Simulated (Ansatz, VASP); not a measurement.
## One calculation of RbCu3, two programs

The input INCAR:

```
SYSTEM = RbCu3
PREC = Accurate
ENCUT = 520
EDIFF = 1E-6
ISMEAR = 0
SIGMA = 0.1
LREAL = .False.
LASPH = .True.
NELM = 80
ALGO = Fast
ISIF = 2
LWAVE = .False.
LCHARG = .False.
GGA = PE
NBANDS = 29
```

KPOINTS

```
regular mesh
0
Gamma
  4 4 4
  0 0 0
```

Contents of POSCAR:

```
RbCu3
1.0
    4.2649707050      0.0000000000      0.0000000000
    0.0000000000      4.2649707050      0.0000000000
    0.0000000000      0.0000000000      4.2649707050
Rb Cu
1 3
Direct
    0.0000000000      0.0000000000      0.0000000000
    0.0000000000      0.5000000000      0.5000000000
    0.5000000000      0.0000000000      0.5000000000
    0.5000000000      0.5000000000      0.0000000000
```

Input for Ansatz:

```yaml
crystal:
  lattice:
    - [4.264970705, 0.0, 0.0]
    - [0.0, 4.264970705, 0.0]
    - [0.0, 0.0, 4.264970705]
  atoms:
    - { symbol: Rb, position: [0.0, 0.0, 0.0] }
    - { symbol: Cu, position: [0.0, 0.5, 0.5] }
    - { symbol: Cu, position: [0.5, 0.0, 0.5] }
    - { symbol: Cu, position: [0.5, 0.5, 0.0] }
basis:
  ecutwfc: 420
kpoints:
  mp_grid: { grid: [4, 4, 4] }
hamiltonian:
  xc: pbe
scf:
  occupations: { method: gaussian, width: 0.1 }
  lower_state_search: "off"
output:
  forces: true
  stress: true
  eigenvalues: true
```

Alike in both runs: task single point; functional PBE; k mesh 4 × 4 × 4; occupations gaussian, width 0.1 eV; no spin polarisation.

|  | VASP | Ansatz |
| --- | --- | --- |
| version | VASP 6.6.1 | Ansatz 0.2.0 |
| potentials or method | VASP PAW PBE potentials, release 64 (Rb_sv, Cu), cutoff 520 eV | scalar-relativistic, plane waves, PAW |
| valence electrons in the cell | 42 | 66 |

VASP gave:

| Property | Result |
| --- | --- |
| gap on the k mesh at the Fermi level (eV) | none |
| pressure (GPa) | 1.9 |

Task: Estimate Ansatz's values.

Result: gap on the k mesh at the Fermi level (eV): none; pressure (GPa): 1.8.

A gap of «none» marks a metal or a gap that the smearing closes. VASP's potentials hold 42 valence electrons a cell and Ansatz's 66, so a difference there can come from the potentials and not from the codes.

The k mesh is coarse, so the values compare programs but aren't converged.
